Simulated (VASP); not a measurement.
# Si (I4_1/amd) in VASP: notebook

The runs below take Si through single point, with revPBE+D3(BJ), LDA, RPBE.

Everything below comes from runs of VASP 6.6.1. Logs are shortened: lines on timing, memory, paths and dates and some standing lists are left out, and cuts for length are marked.

**1. The cell of the first run**

It takes space group I4_1/amd (No. 141, tetragonal). The conventional cell has a = 4.735 Å, b = 4.735 Å, c = 2.566 Å, α = 90.00°, β = 90.00°, γ = 90.00°. Si (site symmetry -4m2) has 10 Si at 2.45 to 3.05 Å within 3.2 Å.

**2. Single point, revPBE+D3(BJ)**

INCAR

```
  PREC = Accurate
  ENCUT = 520
  EDIFF = 1E-6
  ISMEAR = -1
  SIGMA = 0.1
  LREAL = F
  LASPH = T
  NELM = 80
  ALGO = Normal
  ISIF = 2
  LWAVE = F
  LCHARG = F
  GGA = RE
  IVDW = 12
  NBANDS = 11
```

KPOINTS

```
Automatic mesh
0
Gamma
  12 12 12
```

POSCAR

```
Si
1.0
   -2.3673174269      2.3673174269      1.2830648125
    2.3673174269     -2.3673174269      1.2830648125
    2.3673174269      2.3673174269     -1.2830648125
Si
2
Direct
    0.2500000000      0.7500000000      0.5000000000
    0.5000000000      0.5000000000      0.0000000000
```

Potentials or basis: VASP PAW PBE potentials, release 64 (Si).

Run with:

```
cat potpaw_PBE.64/Si/POTCAR > POTCAR
mpirun -np 1 vasp_std > vasp.out
```

OUTCAR:

```text
PREC = Accurate
   ENCUT = 520
   EDIFF = 1E-6
   ISMEAR = -1
   LREAL = F
   LASPH = T
   NELM = 80
   ISIF = 2
   GGA = RE
   IVDW = 12
 IVDW          = 12

 ion  position               nearest neighbor table
   1  0.250  0.750  0.500-   2 2.45   2 2.45   2 2.45   2 2.45   2 3.05   2 3.05   2 3.05   2 3.05

   2  0.500  0.500  0.000-   1 2.45   1 2.45   1 2.45   1 2.45   1 3.05   1 3.05   1 3.05   1 3.05

  LATTYP: Found a body centered tetragonal cell.
 ALAT       =     4.7346348538
 C/A-ratio  =     0.5419910308

  Lattice vectors:

 A1 = (  -2.3673174269,   2.3673174269,   1.2830648125)
 A2 = (   2.3673174269,  -2.3673174269,   1.2830648125)
 A3 = (   2.3673174269,   2.3673174269,  -1.2830648125)

Analysis of symmetry for initial positions (statically):
=====================================================================
 Subroutine PRICEL returns:
 Original cell was already a primitive cell.

 Routine SETGRP: Setting up the symmetry group for a
 body centered tetragonal supercell.

 Subroutine GETGRP returns: Found 16 space group operations
 (whereof  8 operations were pure point group operations)
 out of a pool of 16 trial point group operations.

The static configuration has the point symmetry D_2d.
 The point group associated with its full space group is D_4h.

Analysis of symmetry for dynamics (positions and initial velocities):
=====================================================================
 Subroutine PRICEL returns:
 Original cell was already a primitive cell.

 Routine SETGRP: Setting up the symmetry group for a
 body centered tetragonal supercell.

 Subroutine GETGRP returns: Found 16 space group operations
 (whereof  8 operations were pure point group operations)
 out of a pool of 16 trial point group operations.

The dynamic configuration has the point symmetry D_2d.
 The point group associated with its full space group is D_4h.

 Subroutine INISYM returns: Found 16 space group operations
 (whereof  8 operations are pure point group operations),
 and found     1 'primitive' translations

----------------------------------------------------------------------------------------

                                     Primitive cell

  volume of cell :      28.7622

  direct lattice vectors                    reciprocal lattice vectors
    -2.367317427  2.367317427  1.283064812     0.000000000  0.211209530  0.389691928
     2.367317427 -2.367317427  1.283064812     0.211209530  0.000000000  0.389691928
     2.367317427  2.367317427 -1.283064812     0.211209530  0.211209530  0.000000000

  length of vectors
     3.585336653  3.585336653  3.585336653     0.443248535  0.443248535  0.298695381

  position of ions in fractional coordinates (direct lattice)
     0.250000000  0.750000000  0.500000000
     0.500000000  0.500000000  0.000000000

  ion indices of the primitive-cell ions
   primitive index   ion index
                 1           1
                 2           2

----------------------------------------------------------------------------------------

 KPOINTS: Automatic mesh

Automatic generation of k-mesh.
 Grid dimensions read from file:
 generate k-points for:   12   12   12

 Generating k-lattice:

  Cartesian coordinates                     Fractional coordinates (reciprocal lattice)
     0.000000000  0.017600794  0.032474327     0.083333333  0.000000000  0.000000000
     0.017600794  0.000000000  0.032474327     0.000000000  0.083333333  0.000000000
     0.017600794  0.017600794  0.000000000     0.000000000  0.000000000  0.083333333

  Length of vectors
     0.036937378  0.036937378  0.024891282

  Shift w.r.t. Gamma in fractional coordinates (k-lattice)
     0.000000000  0.000000000  0.000000000

 Subroutine IBZKPT returns following result:
 ===========================================

 Found    163 irreducible k-points:

 Following reciprocal coordinates:
            Coordinates               Weight
  0.000000  0.000000  0.000000      1.000000
  0.083333  0.000000 -0.000000      8.000000
  0.166667  0.000000 -0.000000      8.000000
  0.250000  0.000000 -0.000000      8.000000
  0.333333  0.000000 -0.000000      8.000000
  0.416667  0.000000 -0.000000      8.000000
[... 16 lines left out ...]
  0.500000  0.166667  0.000000     16.000000
 -0.416667  0.166667  0.000000     16.000000
 [... further k-points ...]
   k-points           NKPTS =    163   k-points in BZ     NKDIM =    163   number of bands    NBANDS=     11
   number of dos      NEDOS =    301   number of ions     NIONS =      2
   total plane-waves  NPLWV =  21952
   dimension x,y,z NGX =    28 NGY =   28 NGZ =   28
   dimension x,y,z NGXF=    56 NGYF=   56 NGZF=   56
   ions per type =               2
   NGX,Y,Z   is equivalent  to a cutoff of  12.98, 12.98, 12.98 a.u.
   NGXF,Y,Z  is equivalent  to a cutoff of  25.97, 25.97, 25.97 a.u.
 SYSTEM =  unknown system
   PREC   = accura    normal or accurate (medium, high low for compatibility)
   ISTART =      0    job   : 0-new  1-cont  2-samecut
   ICHARG =      2    charge: 1-file 2-atom 10-const
   ISPIN  =      1    spin polarized calculation?
   LNONCOLLINEAR =      F non collinear calculations
   LSORBIT =      F    spin-orbit coupling
   LASPH  =      T    aspherical Exc in radial PAW
   ENCUT  =  520.0 eV  38.22 Ry    6.18 a.u.   6.67  6.67  6.67*2*pi/ulx,y,z
   NELM   =     80;   NELMIN=  2; NELMDL= -5     # of ELM steps
   EDIFF  = 0.1E-05   stopping-criterion for ELM
   LREAL  =      F    real-space projection
   EDIFFG = 0.1E-04   stopping-criterion for IOM
   NSW    =      0    number of steps for IOM
   IBRION =     -1    ionic relax: 0-MD 1-quasi-New 2-CG
   NFREE  =      0    steps in history (QN), initial steepest desc. (CG)
   ISIF   =      2    stress and relaxation
   ISYM   =      2    0-nonsym 1-usesym 2-fastsym
   POTIM  = 0.5000    time-step for ionic-motion
   TEBEG  =    0.0;   TEEND  =   0.0 temperature during run
   PSTRESS=    0.0 pullay stress
   NELECT =       8.0000    total number of electrons
   NUPDOWN=      -1.0000    fix difference up-down
   EMIN   =  10.00;   EMAX   =-10.00  energy-range for DOS
   EFERMI =   0.00;   METHOD = LEGACY
   ISMEAR =    -1;   SIGMA  =   0.10  broadening in eV -4-tet -1-fermi 0-gaus
   EFERMI_NEDOS =   21; number of points for ismear=-14 and -15
   IALGO  =     38    algorithm
   IMIX   =      4    mixing-type and parameters
     AMIX     =   0.40;   BMIX     =  1.00
     AMIX_MAG =   1.60;   BMIX_MAG =  1.00
  volume/ion in A,a.u.               =      14.38        97.05
  Fermi-wavevector in a.u.,A,eV,Ry     =   1.068639  2.019435 15.537704  1.141989
  Thomas-Fermi vector in A             =   2.204293
   LORBIT       =      0    0 simple, 1 ext, 2 COOP (PROOUT), +10 PAW based schemes
   GGA     = RE    functional components
   LHFCALC =     F    Hartree Fock is set to
   AEXX    =    0.0000 exact exchange contribution
   IVDW    =    12    specifies the selected vdW correction
   LEPSILON=     F    determine dielectric tensor
   LRPA    =     F    only Hartree local field effects (RPA)
 non-spin polarized calculation
  energy-cutoff  :      520.00
  volume of cell :       28.76
 maximum number of plane-waves:       788
   NGX = 13   NGY = 13   NGZ = 13

 number of electron       8.0000000 magnetization

 Free energy of the ion-electron system (eV)
  ---------------------------------------------------
  ext. energy  EPLUGINS =         0.00000000
  ---------------------------------------------------
  free energy    TOTEN  =        -9.76290610 eV

  energy without entropy =       -9.74137173  energy(sigma->0) =       -9.75213892

 E-fermi :   9.9892     XC(G=0): -11.1319

 val. band max:        9.9737713644   @ k =   0.0833   0.0833   0.0833
 cond. band min:      10.0266759870   @ k =  -0.0833   0.5000   0.0833
 fundamental gap:      0.0529046227
 Fermi energy:         9.9892483982

 k-point     1 :       0.0000    0.0000    0.0000
  band No.  band energies     occupation
      1      -4.2981      2.00000
      2       7.2375      2.00000
      3       7.2375      2.00000
      4       7.8846      2.00000
      5      11.1960      0.00001
      6      17.7177      0.00000
      7      19.2187      0.00000
      8      19.2187      0.00000
      9      20.1413      0.00000
     10      20.2747      0.00000
     11      21.2790      0.00000

 k-point     2 :       0.0833    0.0000   -0.0000
  band No.  band energies     occupation
      1      -4.1009      2.00000
      2       6.6867      2.00000
      3       7.1552      2.00000
      4       8.7689      1.99999
      5      11.6421      0.00000
      6      16.7493      0.00000
      7      17.6349      0.00000
      8      19.0241      0.00000
      9      19.0453      0.00000
     10      20.0731      0.00000
     11      21.9887      0.00000

 k-point     3 :       0.1667    0.0000   -0.0000
  band No.  band energies     occupation
      1      -3.5107      2.00000
      2       6.2453      2.00000
      3       7.0501      2.00000
      4      10.1322      0.38633
      5      12.8135      0.00000
      6      14.5625      0.00000
      7      15.0995      0.00000
      8      17.4610      0.00000
      9      17.6305      0.00000
     10      18.8758      0.00000
     11      21.0627      0.00000

 k-point     4 :       0.2500    0.0000   -0.0000
  band No.  band energies     occupation
      1      -2.5316      2.00000
      2       6.1474      2.00000
      3       7.1132      2.00000
      4      10.4509      0.01959
      5      12.5975      0.00000
      6      13.3974      0.00000
      7      14.1508      0.00000
      8      15.8608      0.00000
      9      16.1880      0.00000
     10      17.6501      0.00000
     11      21.5807      0.00000

 k-point     5 :       0.3333    0.0000   -0.0000
  band No.  band energies     occupation
      1      -1.1715      2.00000
      2       6.3681      2.00000
      3       7.4202      2.00000
      4       7.9100      2.00000
      5      11.1018      0.00003
      6      13.0664      0.00000
      7      14.5984      0.00000
      8      15.3447      0.00000
      9      16.8298      0.00000
     10      17.1516      0.00000
     11      22.6177      0.00000
[... 211 lines left out ...]
 k-point    21 :       0.3333    0.1667   -0.0000
  band No.  band energies     occupation
      1       1.9366      2.00000
      2       4.0520      2.00000
      3       5.9794      2.00000
      4       7.7271      2.00000
      5      10.1646      0.29509
      6      12.0765      0.00000
      7      13.2326      0.00000
      8      16.4206      0.00000
      9      18.1967      0.00000
     10      21.0735      0.00000
     11      22.1621      0.00000

 k-point    22 :       0.4167    0.1667    0.0000
  band No.  band energies     occupation
      1       1.7463      2.00000
      2       4.1815      2.00000
      3       4.9101      2.00000
      4       8.2849      2.00000
      5       9.7586      1.81886
      6      12.2446      0.00000
      7      13.9785      0.00000
      8      17.6299      0.00000
      9      19.1058      0.00000
     10      20.6075      0.00000
     11      22.9350      0.00000

 k-point    23 :       0.5000    0.1667    0.0000
  band No.  band energies     occupation
      1      -0.1265      2.00000
      2       3.9281      2.00000
      3       6.8797      2.00000
      4       7.9916      2.00000
      5      10.6198      0.00365
      6      12.7618      0.00000
      7      15.1078      0.00000
      8      16.5606      0.00000
      9      18.8491      0.00000
     10      21.0746      0.00000
     11      21.1590      0.00000

 k-point    24 :      -0.4167    0.1667    0.0000
  band No.  band energies     occupation
      1      -1.6516      2.00000
      2       3.4768      2.00000
      3       7.5362      2.00000
      4       9.7342      1.85525
      5      11.8673      0.00000
      6      13.7650      0.00000
      7      14.1673      0.00000
      8      17.0872      0.00000
      9      18.3213      0.00000
     10      19.4712      0.00000
     11      20.9854      0.00000

 [... further k-points ...]

------------------------ aborting loop because EDIFF is reached ----------------------------------------

 Edisp (eV)   -1.69530

 E8    (eV) :    -1.1577

  FORCE on cell =-STRESS in cart. coord.  units (eV):
  Direction    XX          YY          ZZ          XY          YZ          ZX
  --------------------------------------------------------------------------------------
  -------------------------------------------------------------------------------------
  Total      -0.06470    -0.06470    -0.06737     0.00000    -0.00000     0.00000
  in kB      -3.60398    -3.60398    -3.75276     0.00000    -0.00000     0.00000
  external pressure =       -3.65 kB  Pullay stress =        0.00 kB

 VOLUME and BASIS-vectors are now :
 -----------------------------------------------------------------------------
  energy-cutoff  :      520.00
  volume of cell :       28.76
      direct lattice vectors                 reciprocal lattice vectors
    -2.367317427  2.367317427  1.283064812     0.000000000  0.211209530  0.389691928
     2.367317427 -2.367317427  1.283064812     0.211209530  0.000000000  0.389691928
     2.367317427  2.367317427 -1.283064812     0.211209530  0.211209530  0.000000000

 POSITION                                       TOTAL-FORCE (eV/Angst)
 -----------------------------------------------------------------------------------
      2.36732     -0.00000      0.64153        -0.000000      0.000000      0.000000
      0.00000      0.00000      1.28306         0.000000     -0.000000     -0.000000
 -----------------------------------------------------------------------------------
    total drift:                                0.000000      0.000000      0.000000

  FREE ENERGIE OF THE ION-ELECTRON SYSTEM (eV)
  ---------------------------------------------------
  free  energy   TOTEN  =       -11.4582031828 eV

  energy  without entropy=      -11.4366688112  energy(sigma->0) =      -11.44743600
```

Run time: 33 s. Hardware: 1 thread of Intel Xeon Platinum 8259CL at 2.50GHz (Skylake/Cascade Lake), shared host; peak memory 0.18 GiB.

What came out:

| Quantity | Value |
| --- | --- |
| Free energy | -11.4582 eV |
| Pressure | -0.4 GPa |
| Band gap on the k mesh | zero (band 4 reaches 12.04 eV, above the bottom of band 5 at 5.42 eV) |
| Dispersion energy per atom | -0.848 eV |

Caveat: the PAW data sets were made with another functional, which shifts forces and pressure a little; pairwise dispersion overbinds metals, which lowers pressure and volume.

**3. Single point, LDA**

This run uses another cell than the first one, of 14.81 Å³/atom, 1.030 times its volume.

INCAR

```
SYSTEM = Si
PREC     = Accurate       ! precision mode
ENCUT    = 520            ! plane-wave cutoff, eV
EDIFF    = 1E-6           ! SCF threshold, eV
ISMEAR   = -1             ! smearing method
SIGMA    = 0.1            ! smearing width, eV
LREAL    = .False.        ! projectors in reciprocal space
LASPH    = .True.         ! aspherical terms in the spheres
NELM     = 100            ! most SCF steps
ALGO     = Normal         ! electronic algorithm
ISIF     = 2              ! what is computed and relaxed
LWAVE    = .False.        ! write WAVECAR
LCHARG   = .True.         ! write CHGCAR
LELF     = .True.         ! ELF
LVHAR    = .True.       
NBANDS   = 11             ! bands
```

KPOINTS

```
Automatic mesh
0
Gamma
  12 12 12
  0 0 0
```

POSCAR

```
Si
1.0
   -2.3884435728      2.3884435728      1.2984574672
    2.3884435728     -2.3884435728      1.2984574672
    2.3884435728      2.3884435728     -1.2984574672
Si
2
Direct
    0.2500000000      0.7500000000      0.5000000000
    0.5000000000      0.5000000000      0.0000000000
```

Potentials or basis: VASP PAW LDA potentials, release 64 (Si).

Run with:

```
cat potpaw_LDA.64/Si/POTCAR > POTCAR
mpirun -np 1 vasp_std > vasp.out
```

It took 36 s on 1 thread of Intel Xeon Platinum 8259CL at 2.50GHz (Skylake/Cascade Lake), shared host; peak memory 0.16 GiB.

Results (log left out):

| Item | Value |
| --- | --- |
| Free energy | -11.5180 eV |
| Pressure | 0.1 GPa |
| Band gap on the k mesh | zero (band 4 reaches 11.46 eV, above the bottom of band 5 at 5.09 eV) |

Levels at points of the mesh, in eV from the Fermi level:
| k point | band 1 | band 2 | band 3 | band 4 | band 5 | band 6 | band 7 | band 8 |
| --- | --- | --- | --- | --- | --- | --- | --- | --- |
| (0.00, 0.00, 0.00) | -13.97 | -2.64 | -2.64 | -2.23 | 1.42 | 7.68 | 8.85 | 8.85 |
| (0.50, 0.00, 0.00) | -7.55 | -6.84 | -2.24 | -1.69 | -1.51 | 1.07 | 4.50 | 5.47 |
| (0.50, 0.50, 0.00) | -10.87 | -10.87 | 0.19 | 0.19 | 2.37 | 2.37 | 8.76 | 8.76 |
| (0.50, 0.50, 0.50) | -8.49 | -8.49 | -6.96 | -6.96 | 6.19 | 6.19 | 12.86 | 12.86 |

**4. Single point, RPBE**

This run uses another cell than the first one, of 15.55 Å³/atom, 1.081 times its volume.

INCAR

```
SYSTEM = Si
PREC = Accurate
ENCUT = 520
EDIFF = 1E-7
ISMEAR = -1
SIGMA = 0.1
LREAL = .FALSE.
LASPH = .TRUE.
NELM = 60
ALGO = Normal
ISIF = 2
LWAVE = .FALSE.
LCHARG = .FALSE.
GGA = RP
NBANDS = 11
```

KPOINTS

```
regular mesh
0
G
  12 12 12
  0 0 0
```

POSCAR

```
Si
1.0
   -2.4255744328      2.4255744328      1.3215663716
    2.4255744328     -2.4255744328      1.3215663716
    2.4255744328      2.4255744328     -1.3215663716
Si
2
Direct
    0.2500000000      0.7500000000      0.5000000000
    0.5000000000      0.5000000000      0.0000000000
```

Potentials or basis: VASP PAW PBE potentials, release 64 (Si).

Run with:

```
cat potpaw_PBE.64/Si/POTCAR > POTCAR
mpirun -np 1 vasp_std > vasp.out
```

It took 39 s on 1 thread of Intel Xeon Platinum 8259CL at 2.50GHz (Skylake/Cascade Lake), shared host; peak memory 0.17 GiB.

Results (log left out):

```yaml
Free_energy: -9.6942 eV
Pressure: -0.3 GPa
Band_gap_on_the_k_mesh: zero (band 4 reaches 10.88 eV, above the bottom of band 5 at 4.75 eV)
```

Levels at points of the mesh, in eV from the Fermi level:
```
           k point  band 2  band 3  band 4  band 5  band 6  band 7
(0.00, 0.00, 0.00)   -2.55   -2.55   -2.29    1.55    7.48    8.62
(0.50, 0.00, 0.00)   -6.63   -2.17   -1.65   -1.57    1.16    4.36
(0.50, 0.50, 0.00)  -10.58    0.21    0.21    2.34    2.34    8.48
(0.50, 0.50, 0.50)   -8.33   -6.70   -6.70    6.00    6.00   12.52
```

Caveat: the PAW data sets were made with another functional, which shifts forces and pressure a little.

**5. Summary**

```tsv
level	potentials or basis	cell	gap on the mesh (eV)	pressure (GPa)
revPBE+D3(BJ)	VASP PAW PBE potentials, release 64 (Si)	a = 3.585 Å, angles 97.4, 97.4, 138.1°, 2 atoms	none	-0.4
LDA	VASP PAW LDA potentials, release 64 (Si)	a = 3.619 Å, angles 97.4, 97.4, 137.9°, 2 atoms	none	0.1
RPBE	VASP PAW PBE potentials, release 64 (Si)	a = 3.676 Å, angles 97.4, 97.4, 137.9°, 2 atoms	none	-0.3
```

Alike in all rows: task single point; no spin polarisation; k mesh 12 × 12 × 12; cutoff (eV) 520; smearing fermi-dirac 0.1 eV.

Caveats: the PAW data sets were made with another functional, which shifts forces and pressure a little (some runs); pairwise dispersion overbinds metals, which lowers pressure and volume (some runs).

Absolute energies hang on the potentials; compare differences alone.
